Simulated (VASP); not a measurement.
Crystal: Ag.

```xyz
1
Lattice="-1.6557 1.6557 1.6557 1.6557 -1.6557 1.6557 1.6557 1.6557 -1.6557" Properties=species:S:1:pos:R:3 pbc="T T T"
Ag    0.0000    0.0000    0.0000
```

This isn't the form of Ag at room conditions, which is fcc.

```yaml
Program: VASP 6.6.1
Task: relaxation of cell and atoms
Functional: r2SCAN
Potentials_or_basis: VASP PAW PBE potentials, release 64 (Ag)
Cutoff: 600 eV
k_mesh: 18 × 18 × 18
Occupations: gaussian, width 0.1 eV
Spin: no spin polarisation
```

At the start: pressure -3.4 GPa; volume 18.15 Å³/atom.

Problem. Where does the relaxation end?

Solution. Over 3 steps the energy falls by 7.5 meV/atom and the volume is 17.48 Å³/atom (-3.7 %); space group Im-3m (No. 229, to 0.1 Å) before and after.

The path:
```csv
step,energy change (eV),largest force (eV/Å),pressure (GPa),volume (Å³)
1,0.0000,0.0000,-3.40,18.15
2,-0.0055,0.0000,1.95,17.16
3,-0.0075,0.0000,0.01,17.48
```

Final structure:
```yaml
crystal:
  lattice:
    - [-1.63493, 1.63493, 1.63493]
    - [1.63493, -1.63493, 1.63493]
    - [1.63493, 1.63493, -1.63493]
  atoms:
    - { symbol: Ag, position: [0.00000, 0.00000, 0.00000] }
```

Caveat: the PAW data sets were made with another functional, which shifts forces and pressure a little.
